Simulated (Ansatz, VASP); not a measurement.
One calculation of C, two programs

POSCAR

```
C
1.0
    2.5030066865      0.0000000000      0.0000000000
   -1.2515033432      2.1676673763      0.0000000000
    0.0000000000      0.0000000000      4.2313878940
C
4
Direct
    0.3333333333      0.6666666667     -0.0004326141
    0.6666666667      0.3333333333      0.4995673859
    0.3333333333      0.6666666667      0.3744326141
    0.6666666667      0.3333333333      0.8744326141
```

INCAR.step1

```
SYSTEM = C
ALGO = Normal ; EDIFF = 1E-4
ENCUT = 520 ; GGA = PE
ISMEAR = 0 ; LASPH = .True.
LCHARG = .False. ; LREAL = .False.
LWAVE = .True. ; NELM = 100
PREC = Accurate ; SIGMA = 0.02
```

Contents of INCAR.step2:

```
SYSTEM = C
ALGO = Normal ; EDIFF = 1E-7
EDIFFG = -0.002 ; ENCUT = 520
IBRION = 2 ; ISIF = 2
ISMEAR = 0 ; ISTART = 1
LASPH = .True. ; LCHARG = .False.
LMIXTAU = .True. ; LREAL = .False.
LWAVE = .False. ; METAGGA = R2SCAN
NELM = 100 ; NSW = 60
PREC = Accurate ; SIGMA = 0.02
```

Contents of KPOINTS:

```
k-points
0
Gamma
  9 9 6
  0 0 0
```

Input for Ansatz:

```yaml
crystal:
  lattice:
    - [2.5030066865, 0.0, 0.0]
    - [-1.2515033432, 2.1676673763, 0.0]
    - [0.0, 0.0, 4.231387894]
  atoms:
    - { symbol: C, position: [0.3333333333, 0.6666666667, -0.0004326141] }
    - { symbol: C, position: [0.6666666667, 0.3333333333, 0.4995673859] }
    - { symbol: C, position: [0.3333333333, 0.6666666667, 0.3744326141] }
    - { symbol: C, position: [0.6666666667, 0.3333333333, 0.8744326141] }
basis:
  ecutwfc: 500
kpoints:
  mp_grid: { grid: [9, 9, 6] }
hamiltonian:
  xc: r2scan
  pseudopotentials: { kind: paw, azcp: { folder: soft_1 } }
scf:
  occupations: { method: gaussian, width: 0.02 }
output:
  forces: true
  stress: true
  eigenvalues: true
relax:
  adjacent_minimum: "off"
  f_tol: 0.002
  max_steps: 40
```

Change from the starting cell: strained cell.

Alike in both runs: task relaxation of the atoms; functional r2SCAN; k mesh 9 × 9 × 6; occupations gaussian, width 0.02 eV; no spin polarisation.

|  | VASP | Ansatz |
| --- | --- | --- |
| version | VASP 6.6.1 | Ansatz 0.2.0 |
| potentials or method | VASP PAW PBE potentials, release 64 (C), cutoff 520 eV | scalar-relativistic, plane waves, PAW |
| valence electrons in the cell | 16 | 16 |

Ansatz gave:

```
gap on the k mesh at the Fermi level, each at its own relaxed structure (eV) : 3.67
```

Q: What did VASP give for the same quantities?

A: gap on the k mesh at the Fermi level, each at its own relaxed structure (eV): 3.62.

VASP's potentials were made for PBE, not for r2SCAN. Ansatz's warnings: stress scf threshold loose.
